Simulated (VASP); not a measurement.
Here is a VASP 6.6.1 calculation.

File INCAR:

```
SYSTEM = BN
ALGO     = Normal         ! electronic algorithm
EDIFF    = 1E-6           ! SCF threshold, eV
ENCUT    = 520            ! plane-wave cutoff, eV
GGA      = CA             ! functional
ISIF     = 2              ! what is computed and relaxed
ISMEAR   = -1             ! smearing method
LASPH    = .True.         ! aspherical terms in the spheres
LCHARG   = .False.        ! write CHGCAR
LREAL    = .False.        ! projectors in reciprocal space
LWAVE    = .False.        ! write WAVECAR
NBANDS   = 11             ! bands
NELM     = 100            ! most SCF steps
PREC     = Accurate       ! precision mode
SIGMA    = 0.02           ! smearing width, eV
```

File KPOINTS:

```
k-points
0
Gamma
  11 11 11
  0 0 0
```

POSCAR

```
BN
1.0
    0.0000000000      1.7713500000      1.8075000000
    1.7713500000      0.0000000000      1.8075000000
    1.7713500000      1.7713500000      0.0000000000
B N
1 1
Direct
    0.0000000000      0.0000000000      0.0000000000
    0.7500000000      0.7500000000      0.7500000000
```

Potentials or basis: VASP PAW LDA potentials, release 64 (B, N).

The run is started by

```sh
$ cat potpaw_LDA.64/B/POTCAR potpaw_LDA.64/N/POTCAR > POTCAR
$ mpirun -np 1 vasp_std > vasp.out
```

**Question.** Predict the band gap on the k mesh.

**Answer.** 4.31 eV, indirect (least direct gap 8.76 eV).

**Question.** Estimate the pressure.

**Answer.** 5.9 GPa.

Stress tensor (GPa, compression positive):
```
10.28  0.00  0.00
 0.00 10.28  0.00
 0.00  0.00 -2.99
```

Caveat: the cell differs from its parent crystal (equal xx and yy strain of -2 %). A k mesh can miss the band edges.
